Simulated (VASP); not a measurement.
# LiNbO3 (P1) in VASP: single point with PBE

Aim: the single point of LiNbO3 with PBE.

All numbers are computed with VASP 6.6.1; they aren't measurements. Logs are shortened: lines on timing, memory, paths and dates and some standing lists are left out, and cuts for length are marked.

## 1. The cell of the first run

The typed cell holds 10 atoms: a = 5.550 Å, b = 5.550 Å, c = 5.550 Å, α = 55.75°, β = 55.75°, γ = 55.75°.

## 2. Single point, PBE

Input file INCAR:

```
SYSTEM = LiNbO3
PREC = Accurate
ENCUT = 520
EDIFF = 1E-6
ISMEAR = 0
SIGMA = 0.05
LREAL = .False.
LASPH = .True.
NELM = 80
ALGO = Normal
ISIF = 2
LWAVE = .False.
LCHARG = .True.
GGA = PE
LELF = .True.
LVHAR = .True.
NBANDS = 45
```

Input file KPOINTS:

```
regular mesh
0
Gamma
  6 6 6
  0 0 0
```

Input file POSCAR:

```
LiNbO3
1.0
    2.5948427099      1.4981331371      4.6721811297
   -2.5948427099      1.4981331371      4.6721811297
    0.0000000000     -2.9962662741      4.6721811297
Li Nb O
2 2 6
Direct
    0.2816289705      0.2816289705      0.2816289705
    0.7816289705      0.7816289705      0.7816289705
    0.0018822551      0.0051641118     -0.0032853727
    0.5018822551      0.5051641118      0.4967146273
    0.1105883052      0.3579662670      0.7210657481
    0.7210657481      0.1105883052      0.3579662670
    0.3579662670      0.7210657481      0.1105883052
    0.2210657481      0.8579662670      0.6105883052
    0.8579662670      0.6105883052      0.2210657481
    0.6105883052      0.2210657481      0.8579662670
```

Potentials or basis: VASP PAW PBE potentials, release 64 (Li_sv, Nb_sv, O).

Launch:

```console
$ cat potpaw_PBE.64/Li_sv/POTCAR potpaw_PBE.64/Nb_sv/POTCAR potpaw_PBE.64/O/POTCAR > POTCAR
$ mpirun -np 1 vasp_std > vasp.out
```

OUTCAR:

```text
SYSTEM = LiNbO3
   PREC = Accurate
   ENCUT = 520
   EDIFF = 1E-6
   ISMEAR = 0
   LREAL = .False.
   LASPH = .True.
   NELM = 80
   ISIF = 2
   GGA = PE

 ion  position               nearest neighbor table
   1  0.282  0.282  0.282-  10 2.08   9 2.08   8 2.08   5 2.27   6 2.27   7 2.27
   2  0.782  0.782  0.782-   6 2.08   5 2.08   7 2.08   9 2.27  10 2.27   8 2.27
   3  0.002  0.005  0.997-   5 1.86   7 1.89   6 1.89   8 2.16  10 2.16   9 2.18
   4  0.502  0.505  0.497-   9 1.87   8 1.87  10 1.90   7 2.15   6 2.17   5 2.18
   5  0.111  0.358  0.721-   3 1.86   2 2.08   4 2.18   1 2.27
   6  0.721  0.111  0.358-   3 1.89   2 2.08   4 2.17   1 2.27
   7  0.358  0.721  0.111-   3 1.89   2 2.08   4 2.15   1 2.27
   8  0.221  0.858  0.611-   4 1.87   1 2.08   3 2.16   2 2.27
   9  0.858  0.611  0.221-   4 1.87   1 2.08   3 2.18   2 2.27
  10  0.611  0.221  0.858-   4 1.90   1 2.08   3 2.16   2 2.27

  LATTYP: Found a trigonal (rhomboedric) cell.
 ALAT       =     5.5503953097
 COS(alpha) =     0.5628764146

  Lattice vectors:

 A1 = (   2.5948427099,   1.4981331371,   4.6721811297)
 A2 = (  -2.5948427099,   1.4981331371,   4.6721811297)
 A3 = (   0.0000000000,  -2.9962662741,   4.6721811297)

Analysis of symmetry for initial positions (statically):
=====================================================================
 Subroutine PRICEL returns:
 Original cell was already a primitive cell.

 Routine SETGRP: Setting up the symmetry group for a
 trigonal (rhombohedral) supercell.

 Subroutine GETGRP returns: Found  1 space group operations
 (whereof  1 operations were pure point group operations)
 out of a pool of 12 trial point group operations.

The static configuration has the point symmetry C_1 .

Analysis of symmetry for dynamics (positions and initial velocities):
=====================================================================
 Subroutine PRICEL returns:
 Original cell was already a primitive cell.

 Routine SETGRP: Setting up the symmetry group for a
 trigonal (rhombohedral) supercell.

 Subroutine GETGRP returns: Found  1 space group operations
 (whereof  1 operations were pure point group operations)
 out of a pool of 12 trial point group operations.

The dynamic configuration has the point symmetry C_1 .

 Subroutine INISYM returns: Found  1 space group operations
 (whereof  1 operations are pure point group operations),
 and found     1 'primitive' translations

----------------------------------------------------------------------------------------

                                     Primitive cell

  volume of cell :     108.9764

  direct lattice vectors                    reciprocal lattice vectors
     2.594842710  1.498133137  4.672181130     0.192689907  0.111249570  0.071344266
    -2.594842710  1.498133137  4.672181130    -0.192689907  0.111249570  0.071344266
     0.000000000 -2.996266274  4.672181130     0.000000000 -0.222499139  0.071344266

  length of vectors
     5.550395310  5.550395310  5.550395310     0.233657594  0.233657594  0.233657594

  position of ions in fractional coordinates (direct lattice)
     0.281628971  0.281628971  0.281628971
     0.781628971  0.781628971  0.781628971
     0.001882255  0.005164112  0.996714627
     0.501882255  0.505164112  0.496714627
     0.110588305  0.357966267  0.721065748
     0.721065748  0.110588305  0.357966267
     0.357966267  0.721065748  0.110588305
     0.221065748  0.857966267  0.610588305
     0.857966267  0.610588305  0.221065748
     0.610588305  0.221065748  0.857966267

  ion indices of the primitive-cell ions
   primitive index   ion index
                 1           1
                 2           2
                 3           3
                 4           4
                 5           5
                 6           6
                 7           7
                 8           8
                 9           9
                10          10

----------------------------------------------------------------------------------------

 KPOINTS: regular mesh

Automatic generation of k-mesh.
 Grid dimensions read from file:
 generate k-points for:    6    6    6

 Generating k-lattice:

  Cartesian coordinates                     Fractional coordinates (reciprocal lattice)
     0.032114984  0.018541595  0.011890711     0.166666667 -0.000000000 -0.000000000
    -0.032114984  0.018541595  0.011890711    -0.000000000  0.166666667 -0.000000000
     0.000000000 -0.037083190  0.011890711    -0.000000000 -0.000000000  0.166666667

  Length of vectors
     0.038942932  0.038942932  0.038942932

  Shift w.r.t. Gamma in fractional coordinates (k-lattice)
     0.000000000  0.000000000  0.000000000

 Subroutine IBZKPT returns following result:
 ===========================================

 Found    112 irreducible k-points:

 Following reciprocal coordinates:
            Coordinates               Weight
  0.000000  0.000000  0.000000      1.000000
  0.166667 -0.000000 -0.000000      2.000000
 -0.000000  0.166667 -0.000000      2.000000
  0.000000  0.000000  0.166667      2.000000
  0.333333 -0.000000 -0.000000      2.000000
 -0.000000  0.333333 -0.000000      2.000000
[... 16 lines left out ...]
 -0.166667  0.500000  0.000000      2.000000
  0.166667  0.000000  0.500000      2.000000
 [... further k-points ...]
   k-points           NKPTS =    112   k-points in BZ     NKDIM =    112   number of bands    NBANDS=     45
   number of dos      NEDOS =    301   number of ions     NIONS =     10
   total plane-waves  NPLWV =  74088
   dimension x,y,z NGX =    42 NGY =   42 NGZ =   42
   dimension x,y,z NGXF=    84 NGYF=   84 NGZF=   84
   ions per type =               2   2   6
   NGX,Y,Z   is equivalent  to a cutoff of  12.58, 12.58, 12.58 a.u.
   NGXF,Y,Z  is equivalent  to a cutoff of  25.16, 25.16, 25.16 a.u.
 SYSTEM =  LiNbO3
   PREC   = accura    normal or accurate (medium, high low for compatibility)
   ISTART =      0    job   : 0-new  1-cont  2-samecut
   ICHARG =      2    charge: 1-file 2-atom 10-const
   ISPIN  =      1    spin polarized calculation?
   LNONCOLLINEAR =      F non collinear calculations
   LSORBIT =      F    spin-orbit coupling
   LASPH  =      T    aspherical Exc in radial PAW
   ENCUT  =  520.0 eV  38.22 Ry    6.18 a.u.  10.32 10.32 10.32*2*pi/ulx,y,z
   NELM   =     80;   NELMIN=  2; NELMDL= -5     # of ELM steps
   EDIFF  = 0.1E-05   stopping-criterion for ELM
   LREAL  =      F    real-space projection
   EDIFFG = 0.1E-04   stopping-criterion for IOM
   NSW    =      0    number of steps for IOM
   IBRION =     -1    ionic relax: 0-MD 1-quasi-New 2-CG
   NFREE  =      0    steps in history (QN), initial steepest desc. (CG)
   ISIF   =      2    stress and relaxation
   ISYM   =      2    0-nonsym 1-usesym 2-fastsym
   POTIM  = 0.5000    time-step for ionic-motion
   TEBEG  =    0.0;   TEEND  =   0.0 temperature during run
   PSTRESS=    0.0 pullay stress
   NELECT =      68.0000    total number of electrons
   NUPDOWN=      -1.0000    fix difference up-down
   EMIN   =  10.00;   EMAX   =-10.00  energy-range for DOS
   EFERMI =   0.00;   METHOD = LEGACY
   ISMEAR =     0;   SIGMA  =   0.05  broadening in eV -4-tet -1-fermi 0-gaus
   EFERMI_NEDOS =   21; number of points for ismear=-14 and -15
   IALGO  =     38    algorithm
   IMIX   =      4    mixing-type and parameters
     AMIX     =   0.40;   BMIX     =  1.00
     AMIX_MAG =   1.60;   BMIX_MAG =  1.00
  volume/ion in A,a.u.               =      10.90        73.54
  Fermi-wavevector in a.u.,A,eV,Ry     =   1.398944  2.643621 26.627206  1.957044
  Thomas-Fermi vector in A             =   2.522052
   LORBIT       =      0    0 simple, 1 ext, 2 COOP (PROOUT), +10 PAW based schemes
   GGA     = PE    functional components
   LHFCALC =     F    Hartree Fock is set to
   AEXX    =    0.0000 exact exchange contribution
   IVDW    =     0    specifies the selected vdW correction
   LEPSILON=     F    determine dielectric tensor
   LRPA    =     F    only Hartree local field effects (RPA)
 non-spin polarized calculation
 Gauss-broadening in eV      SIGMA  =   0.05
  energy-cutoff  :      520.00
  volume of cell :      108.98
 maximum number of plane-waves:      2964
 NGX is ok and might be reduce to    42
   NGX = 21   NGY = 21   NGZ = 21

 number of electron      67.9999999 magnetization

 Free energy of the ion-electron system (eV)
  ---------------------------------------------------
  ext. energy  EPLUGINS =         0.00000000
  ---------------------------------------------------
  free energy    TOTEN  =       -80.03197814 eV

  energy without entropy =      -80.03197814  energy(sigma->0) =      -80.03197814

 E-fermi :   3.7081     XC(G=0): -10.6659

 val. band max:        3.3233574477   @ k =   0.0000   0.0000   0.0000
 cond. band min:       6.9079985801   @ k =   0.0000   0.0000   0.0000
 fundamental gap:      3.5846411325
 Fermi energy:         3.7081326060

 k-point     1 :       0.0000    0.0000    0.0000
  band No.  band energies     occupation
      1     -50.8879      2.00000
      2     -50.8746      2.00000
      3     -39.3467      2.00000
      4     -39.3445      2.00000
      5     -27.1910      2.00000
      6     -27.1591      2.00000
[... 37 lines left out ...]
     44      12.9815      0.00000
     45      13.0007      0.00000

 k-point     2 :       0.1667   -0.0000   -0.0000
  band No.  band energies     occupation
      1     -50.8870      2.00000
      2     -50.8755      2.00000
      3     -39.3465      2.00000
      4     -39.3446      2.00000
      5     -27.1825      2.00000
      6     -27.1509      2.00000
[... 37 lines left out ...]
     44      12.8989      0.00000
     45      12.9534      0.00000

 k-point     3 :      -0.0000    0.1667   -0.0000
  band No.  band energies     occupation
      1     -50.8870      2.00000
      2     -50.8755      2.00000
      3     -39.3465      2.00000
      4     -39.3446      2.00000
      5     -27.1822      2.00000
      6     -27.1513      2.00000
[... 997 lines left out ...]
     44      12.5865      0.00000
     45      13.0835      0.00000

 k-point    24 :       0.1667    0.0000    0.5000
  band No.  band energies     occupation
      1     -50.8823      2.00000
      2     -50.8801      2.00000
      3     -39.3458      2.00000
      4     -39.3454      2.00000
      5     -27.1638      2.00000
      6     -27.1179      2.00000
[... 37 lines left out ...]
     44      12.6565      0.00000
     45      13.0231      0.00000

 [... further k-points ...]
[... 5 lines left out ...]
  --------------------------------------------------------------------------------------
  -------------------------------------------------------------------------------------
  Total       -0.1489198      0.3642092     -0.0096063      0.0889271      0.7853803     -0.3244449
  in kB       -2.1894275      5.3546256     -0.1412331      1.3074120     11.5467082     -4.7700092
  external PRESSURE =       1.0079883 kB  Pullay stress =       0.0000000 kB

 VOLUME and BASIS-vectors are now :
 -----------------------------------------------------------------------------
  energy-cutoff  :      520.00
  volume of cell :      108.98
      direct lattice vectors                 reciprocal lattice vectors
     2.594842710  1.498133137  4.672181130     0.192689907  0.111249570  0.071344266
    -2.594842710  1.498133137  4.672181130    -0.192689907  0.111249570  0.071344266
     0.000000000 -2.996266274  4.672181130     0.000000000 -0.222499139  0.071344266

 POSITION                                       TOTAL-FORCE (eV/Angst)
 -----------------------------------------------------------------------------------
      0.00000      0.00000      3.94746         0.013093      0.060317      0.016101
      0.00000      0.00000     10.95574        -0.051140      0.033915      0.016228
     -0.00852     -2.97587      4.68975        -0.057094     -0.430841     -0.189062
     -0.00852      0.02040      7.02584         0.323435     -0.239026     -0.188422
     -0.64191     -1.45855      5.55812        -0.121897      0.225820      0.142990
      1.58409      0.17337      5.55812         0.025751      0.090130     -0.013178
     -0.94219      1.28518      5.55812         0.011173     -0.000453      0.042765
     -1.65266     -0.21295      7.89421        -0.158382      0.002081      0.106089
      0.64191      1.53772      7.89421         0.063151      0.135359      0.089055
      1.01075     -1.32477      7.89421        -0.048090      0.122699     -0.022566
 -----------------------------------------------------------------------------------
    total drift:                               -0.000158      0.000006      0.000841

  FREE ENERGIE OF THE ION-ELECTRON SYSTEM (eV)
  ---------------------------------------------------
  free  energy   TOTEN  =       -80.0319781375 eV

  energy  without entropy=      -80.0319781375  energy(sigma->0) =      -80.03197814
```

Wall time 10 min (1 thread of Intel Xeon Platinum 8488C (Sapphire Rapids), shared host); peak memory 0.55 GiB.

Results:

```yaml
Free_energy: -80.0320 eV
Largest_force: 0.474 eV/Å
Band_gap_on_the_k_mesh: 3.58 eV
```

Forces on the atoms (eV/Å):
```
Li   0.013  0.060  0.016
Li  -0.051  0.034  0.016
Nb  -0.057 -0.431 -0.189
Nb   0.323 -0.239 -0.188
O   -0.122  0.226  0.143
O    0.026  0.090 -0.013
O    0.011  0.000  0.043
O   -0.158  0.002  0.106
O    0.063  0.135  0.089
O   -0.048  0.123 -0.023
```

Levels at points of the mesh, in eV from the valence-band top:
```csv
k point,band 30,band 31,band 32,band 33,band 34,band 35,band 36,band 37,band 38,band 39
"(0.00, 0.00, 0.00)",-0.72,-0.68,-0.49,-0.02,0.00,3.58,3.70,4.11,5.09,5.12
"(0.50, 0.00, 0.00)",-0.43,-0.35,-0.28,-0.24,-0.18,3.81,3.86,4.63,4.68,4.88
"(0.00, 0.50, 0.00)",-0.44,-0.31,-0.28,-0.26,-0.20,3.81,3.85,4.66,4.68,4.89
"(0.00, 0.00, 0.50)",-0.46,-0.34,-0.31,-0.21,-0.18,3.84,3.86,4.62,4.65,4.88
"(0.50, 0.50, 0.00)",-0.95,-0.69,-0.68,-0.45,-0.18,3.67,4.12,4.57,4.63,5.17
"(0.50, 0.00, 0.50)",-1.07,-0.71,-0.66,-0.54,-0.22,3.77,4.14,4.53,4.63,5.17
"(0.00, 0.50, 0.50)",-1.02,-0.71,-0.65,-0.51,-0.20,3.74,4.13,4.54,4.63,5.17
"(0.50, 0.50, 0.50)",-0.61,-0.35,-0.35,-0.29,-0.29,4.57,4.57,4.74,4.74,4.83
```

Caveat: the cell differs from its parent crystal (all Nb atoms moved +0.025 Å, as atom 3 towards its neighbour atom 5 (O) at 1.884 Å); the cutoff is under 1.25 times the usual one of these potentials, so pressure, stress and relaxed cells hold a basis-set (Pulay) error. A k mesh can miss the band edges.
